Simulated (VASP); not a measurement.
# Zn (P6_3/mmc) in VASP: further runs

The runs below take Zn through single point, relaxation of cell and atoms, with PBEsol.

Everything below comes from runs of VASP 6.6.1. Logs are shortened: lines on timing, memory, paths and dates and some standing lists are left out, and cuts for length are marked.

### 1 The cell of the first run

Symmetry: P6_3/mmc, No. 194, hexagonal system. Conventional cell: a = 2.637 Å, b = 2.637 Å, c = 4.655 Å, α = 90.00°, β = 90.00°, γ = 120.00°. Zn (site symmetry -6m2) has 12 Zn at 2.64 to 2.78 Å within 3.5 Å.

### 2 Single point, PBEsol

INCAR reads:

```
PREC     = Accurate       # precision mode
ENCUT    = 520            # plane-wave cutoff, eV
EDIFF    = 1E-7           # SCF threshold, eV
ISMEAR   = -1             # smearing method
SIGMA    = 0.05           # smearing width, eV
LREAL    = F              # projectors in reciprocal space
LASPH    = T              # aspherical terms in the spheres
NELM     = 80             # most SCF steps
ALGO     = Normal         # electronic algorithm
ISIF     = 2              # what is computed and relaxed
LWAVE    = F              # write WAVECAR
LCHARG   = T              # write CHGCAR
GGA      = PS             # functional
LELF     = T              # ELF
LVHAR    = T            
NBANDS   = 19             # bands
```

KPOINTS reads:

```
Automatic mesh
0
Gamma
  17 17 8
```

POSCAR reads:

```
Zn
1.0
    2.6368085331      0.0000000000      0.0000000000
   -1.3184042665      2.2835431746      0.0000000000
    0.0000000000      0.0000000000      4.6554532454
Zn
2
Direct
    0.3333333333      0.6666666667      0.2500000000
    0.6666666667      0.3333333333      0.7500000000
```

Potentials or basis: VASP PAW PBE potentials, release 64 (Zn).

Run with:

```
cat potpaw_PBE.64/Zn/POTCAR > POTCAR
mpirun -np 1 vasp_std > vasp.out
```

OUTCAR:

```text
PREC = Accurate
   ENCUT = 520
   EDIFF = 1E-7
   ISMEAR = -1
   LREAL = F
   LASPH = T
   NELM = 80
   ISIF = 2
   GGA = PS

 ion  position               nearest neighbor table
   1  0.333  0.667  0.250-   2 2.78   2 2.78   2 2.78   2 2.78   2 2.78   2 2.78
   2  0.667  0.333  0.750-   1 2.78   1 2.78   1 2.78   1 2.78   1 2.78   1 2.78

  LATTYP: Found a hexagonal cell.
 ALAT       =     2.6368085331
 C/A-ratio  =     1.7655636300

  Lattice vectors:

 A1 = (   2.6368085331,   0.0000000000,   0.0000000000)
 A2 = (  -1.3184042665,   2.2835431746,   0.0000000000)
 A3 = (   0.0000000000,   0.0000000000,   4.6554532454)

Analysis of symmetry for initial positions (statically):
=====================================================================
 Subroutine PRICEL returns:
 Original cell was already a primitive cell.

 Routine SETGRP: Setting up the symmetry group for a
 hexagonal supercell.

 Subroutine GETGRP returns: Found 24 space group operations
 (whereof 12 operations were pure point group operations)
 out of a pool of 24 trial point group operations.

The static configuration has the point symmetry D_3d.
 The point group associated with its full space group is D_6h.

Analysis of symmetry for dynamics (positions and initial velocities):
=====================================================================
 Subroutine PRICEL returns:
 Original cell was already a primitive cell.

 Routine SETGRP: Setting up the symmetry group for a
 hexagonal supercell.

 Subroutine GETGRP returns: Found 24 space group operations
 (whereof 12 operations were pure point group operations)
 out of a pool of 24 trial point group operations.

The dynamic configuration has the point symmetry D_3d.
 The point group associated with its full space group is D_6h.

 Subroutine INISYM returns: Found 24 space group operations
 (whereof 12 operations are pure point group operations),
 and found     1 'primitive' translations

----------------------------------------------------------------------------------------

                                     Primitive cell

  volume of cell :      28.0317

  direct lattice vectors                    reciprocal lattice vectors
     2.636808533  0.000000000  0.000000000     0.379246346  0.218957980  0.000000000
[... 75 lines left out ...]
   NGXF,Y,Z  is equivalent  to a cutoff of  25.22, 25.22, 25.71 a.u.
 SYSTEM =  unknown system
   PREC   = accura    normal or accurate (medium, high low for compatibility)
   ISTART =      0    job   : 0-new  1-cont  2-samecut
   ICHARG =      2    charge: 1-file 2-atom 10-const
   ISPIN  =      1    spin polarized calculation?
   LNONCOLLINEAR =      F non collinear calculations
   LSORBIT =      F    spin-orbit coupling
   LASPH  =      T    aspherical Exc in radial PAW
   ENCUT  =  520.0 eV  38.22 Ry    6.18 a.u.   4.90  4.90  8.66*2*pi/ulx,y,z
   NELM   =     80;   NELMIN=  2; NELMDL= -5     # of ELM steps
   EDIFF  = 0.1E-06   stopping-criterion for ELM
   LREAL  =      F    real-space projection
   EDIFFG = 0.1E-05   stopping-criterion for IOM
   NSW    =      0    number of steps for IOM
   IBRION =     -1    ionic relax: 0-MD 1-quasi-New 2-CG
   NFREE  =      0    steps in history (QN), initial steepest desc. (CG)
   ISIF   =      2    stress and relaxation
   ISYM   =      2    0-nonsym 1-usesym 2-fastsym
   POTIM  = 0.5000    time-step for ionic-motion
   TEBEG  =    0.0;   TEEND  =   0.0 temperature during run
   PSTRESS=    0.0 pullay stress
   NELECT =      24.0000    total number of electrons
   NUPDOWN=      -1.0000    fix difference up-down
   EMIN   =  10.00;   EMAX   =-10.00  energy-range for DOS
   EFERMI =   0.00;   METHOD = LEGACY
   ISMEAR =    -1;   SIGMA  =   0.05  broadening in eV -4-tet -1-fermi 0-gaus
   EFERMI_NEDOS =   21; number of points for ismear=-14 and -15
   IALGO  =     38    algorithm
   IMIX   =      4    mixing-type and parameters
     AMIX     =   0.40;   BMIX     =  1.00
     AMIX_MAG =   1.60;   BMIX_MAG =  1.00
  volume/ion in A,a.u.               =      14.02        94.58
  Fermi-wavevector in a.u.,A,eV,Ry     =   1.554516  2.937610 32.878768  2.416521
  Thomas-Fermi vector in A             =   2.658591
   LORBIT       =      0    0 simple, 1 ext, 2 COOP (PROOUT), +10 PAW based schemes
   GGA     = PS    functional components
   LHFCALC =     F    Hartree Fock is set to
   AEXX    =    0.0000 exact exchange contribution
   IVDW    =     0    specifies the selected vdW correction
   LEPSILON=     F    determine dielectric tensor
   LRPA    =     F    only Hartree local field effects (RPA)
 non-spin polarized calculation
  energy-cutoff  :      520.00
  volume of cell :       28.03
 maximum number of plane-waves:       777
 NGX is ok and might be reduce to    20
   NGX =  9   NGY =  9   NGZ = 17

 number of electron      23.9999989 magnetization

 Free energy of the ion-electron system (eV)
  ---------------------------------------------------
  ext. energy  EPLUGINS =         0.00000000
  ---------------------------------------------------
  free energy    TOTEN  =        -3.16891592 eV

  energy without entropy =       -3.16538007  energy(sigma->0) =       -3.16714799

 E-fermi :   3.5720     XC(G=0): -12.1454

 val. band max:        3.5645527392   @ k =   0.2941   0.2941   0.3750
 cond. band min:       3.5738555678   @ k =   0.2353   0.2353   0.1250
 fundamental gap:      0.0093028286
 Fermi energy:         3.5720347057

 k-point     1 :       0.0000    0.0000    0.0000
  band No.  band energies     occupation
      1      -7.5363      2.00000
      2      -5.3326      2.00000
      3      -4.4985      2.00000
      4      -4.3088      2.00000
      5      -4.3088      2.00000
      6      -4.2341      2.00000
[... 505 lines left out ...]
      6      -4.2766      2.00000
[... 11 lines left out ...]
     18      16.8048      0.00000
     19      17.8885      0.00000

 [... further k-points ...]
[... 5 lines left out ...]
  --------------------------------------------------------------------------------------
  -------------------------------------------------------------------------------------
  Total        0.0900944      0.0900944      0.0645189      0.0000000      0.0000000     -0.0000000
  in kB        5.1494236      5.1494236      3.6876331      0.0000000      0.0000000     -0.0000000
  external PRESSURE =       4.6621601 kB  Pullay stress =       0.0000000 kB

 VOLUME and BASIS-vectors are now :
 -----------------------------------------------------------------------------
  energy-cutoff  :      520.00
  volume of cell :       28.03
      direct lattice vectors                 reciprocal lattice vectors
     2.636808533  0.000000000  0.000000000     0.379246346  0.218957980  0.000000000
    -1.318404266  2.283543175  0.000000000     0.000000000  0.437915959  0.000000000
     0.000000000  0.000000000  4.655453245     0.000000000  0.000000000  0.214801857

 POSITION                                       TOTAL-FORCE (eV/Angst)
 -----------------------------------------------------------------------------------
     -0.00000      1.52236      1.16386         0.000000     -0.000000      0.000000
      1.31840      0.76118      3.49159        -0.000000      0.000000      0.000000
 -----------------------------------------------------------------------------------
    total drift:                               -0.000000      0.000000      0.000000

  FREE ENERGIE OF THE ION-ELECTRON SYSTEM (eV)
  ---------------------------------------------------
  free  energy   TOTEN  =        -3.1689159240 eV

  energy  without entropy=       -3.1653800651  energy(sigma->0) =       -3.16714799
```

stdout:

```text
POSCAR found type information on POSCAR Zn
 POSCAR found :  1 types and       2 ions
 scaLAPACK will be used
 -----------------------------------------------------------------------------
|                                                                             |
|                                                                             |
|     You enforced a specific xc type in the INCAR file but a different       |
|     I HOPE YOU KNOW WHAT YOU ARE DOING!                                     |
|                                                                             |
 -----------------------------------------------------------------------------

 LDA part: xc-table for (Slater+PW92), standard interpolation
 POSCAR, INCAR and KPOINTS ok, starting setup
 FFT: planning ... GRIDC
 FFT: planning ... GRID_SOFT
 FFT: planning ... GRID
 WAVECAR not read
 entering main loop
```

Wall time 2.5 min (1 thread of Oxide Virtual Turin-like, shared host); peak memory 0.15 GiB.

Results:

- Free energy: -3.1689 eV
- Pressure: 0.5 GPa
- Band gap on the k mesh: zero (band 12 reaches 4.83 eV, above the bottom of band 13 at 1.19 eV)

Levels at points of the mesh, in eV from the Fermi level:
| k point | band 9 | band 10 | band 11 | band 12 | band 13 | band 14 | band 15 | band 16 |
| --- | --- | --- | --- | --- | --- | --- | --- | --- |
| (0.00, 0.00, 0.00) | -7.51 | -7.21 | -7.21 | -3.84 | -2.38 | 16.18 | 17.39 | 17.39 |
| (0.00, 0.00, 0.50) | -7.32 | -7.32 | -7.32 | -7.32 | 5.86 | 5.86 | 18.90 | 18.90 |

Caveat: the PAW data sets were made with another functional, which shifts forces and pressure a little.

### 3 Relaxation of cell and atoms, PBEsol

This run uses another cell than the first one, of 15.33 Å³/atom, 1.094 times its volume.

INCAR reads:

```
SYSTEM = Zn
PREC = Accurate ; ENCUT = 600
EDIFF = 1E-6 ; ISMEAR = -1
SIGMA = 0.05 ; LREAL = .FALSE.
LASPH = .TRUE. ; NELM = 60
ALGO = Normal ; ISIF = 3
LWAVE = .FALSE. ; LCHARG = .FALSE.
GGA = PS ; IBRION = 2
NSW = 80 ; EDIFFG = -0.03
```

KPOINTS reads:

```
regular mesh
0
G
  17 17 8
  0 0 0
```

POSCAR reads:

```
Zn
1.0
    2.6700000000      0.0000000000      0.0000000000
   -1.3350000000      2.3122878281      0.0000000000
    0.0000000000      0.0000000000      4.9660000000
Zn
2
Direct
    0.3333330000      0.6666670000      0.2500000000
    0.6666670000      0.3333330000      0.7500000000
```

Potentials or basis: VASP PAW PBE potentials, release 64 (Zn).

Run with:

```
cat potpaw_PBE.64/Zn/POTCAR > POTCAR
mpirun -np 1 vasp_std > vasp.out
```

Wall time 16 min (1 thread of Oxide Virtual Turin-like, shared host); peak memory 0.2 GiB.

The run converged. Its results:

| Quantity | Value |
| --- | --- |
| Free energy | -3.1698 eV |
| Relaxed volume | 14.06 Å³/atom |
| Relaxed cell | a = 2.639 Å, b = 2.639 Å, c = 4.664 Å, α = 90.00°, β = 90.00°, γ = 120.00° |
| Space group after relaxing (to 0.05 Å) | P6_3/mmc (No. 194) |
| Energy gained by relaxing | 22.6 meV/atom |
| Ionic steps | 9 |
| Pressure after relaxing | 0.0 GPa |
| Band gap on the k mesh | zero (band 12 reaches 4.79 eV, above the bottom of band 13 at 1.15 eV) |

Stress tensor (GPa, compression positive):
```
 0.08  0.00  0.00
 0.00  0.08  0.00
 0.00  0.00 -0.12
```

The path:
```
step  energy change (eV)  largest force (eV/Å)  pressure (GPa)  volume (Å³)
   1              0.0000                0.0000           -5.47        30.66
   2             -0.0380                0.0000            0.62        28.40
   3             -0.0384                0.0000           -0.06        28.60
   4             -0.0384                0.0000           -0.14        28.64
   5             -0.0390                0.0000           -0.24        28.60
   6             -0.0410                0.0000           -0.21        28.48
   7             -0.0446                0.0000           -0.12        28.23
   8             -0.0363                0.0000            1.25        27.69
   9             -0.0451                0.0000            0.01        28.12
```

Final structure:
```xyz
2
Lattice="2.6387 0.0000 0.0000 -1.3194 2.2852 0.0000 0.0000 0.0000 4.6638" Properties=species:S:1:pos:R:3 pbc="T T T"
Zn    0.0000    1.5235    1.1659
Zn    1.3194    0.7617    3.4978
```

Levels at points of the mesh, in eV from the Fermi level:
```
           k point  band 10  band 11  band 12  band 13  band 14  band 15
(0.00, 0.00, 0.00)    -7.20    -7.20    -3.83    -2.39    16.11    17.37
(0.00, 0.00, 0.50)    -7.32    -7.32    -7.32     5.83     5.83    18.88
```

Caveat: the PAW data sets were made with another functional, which shifts forces and pressure a little.
